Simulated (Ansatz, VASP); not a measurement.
**HPtBr5 in VASP and in Ansatz**

```xyz
7
Lattice="4.5878 0.0000 0.0000 0.0000 4.5878 0.0000 0.0000 0.0000 7.9322" Properties=species:S:1:pos:R:3 pbc="T T T"
H     2.2939    2.2939    0.0000
Pt    0.0000    0.0000    3.9661
Br    0.0000    2.2939    2.4157
Br    0.0000    2.2939    5.5165
Br    2.2939    0.0000    2.4157
Br    2.2939    0.0000    5.5165
Br    0.0000    0.0000    0.0000
```

Change from the starting cell: species swapped into the AlPPt5 type (P4/mmm, No. 123).

Alike in both runs: functional PBE; k mesh 8 × 8 × 6; occupations gaussian, width 0.1 eV; collinear spin.

Ansatz relaxed the structure, and its values are those at the end. VASP's run is a single point on that final structure, the one shown.

|  | VASP | Ansatz |
| --- | --- | --- |
| version | VASP 6.6.1 | Ansatz 0.2.0 |
| potentials or method | VASP PAW PBE potentials, release 64 (H, Pt, Br), cutoff 500 eV | scalar-relativistic, plane waves, PAW |
| valence electrons in the cell | 46 | 54 |

Ansatz gave:

| Property | Result |
| --- | --- |
| gap on the k mesh at the Fermi level (eV) | none |
| pressure (GPa) | 0.0 |
| net moment per atom (μB) | 0.13 |
| size of the moment on the site where the two differ most (μB) | 0.86 |

**Question.** Estimate VASP's values.

**Answer.** gap on the k mesh at the Fermi level (eV): none; pressure (GPa): -0.1; net moment per atom (μB): 0.13; size of the moment on the site where the two differ most (μB): 0.37.

Site moments also hang on the region over which each program counts them. A gap of «none» marks a metal or a gap that the smearing closes. VASP's potentials hold 46 valence electrons a cell and Ansatz's 54, so a difference there can come from the potentials and not from the codes.

Spin-orbit coupling is off throughout.
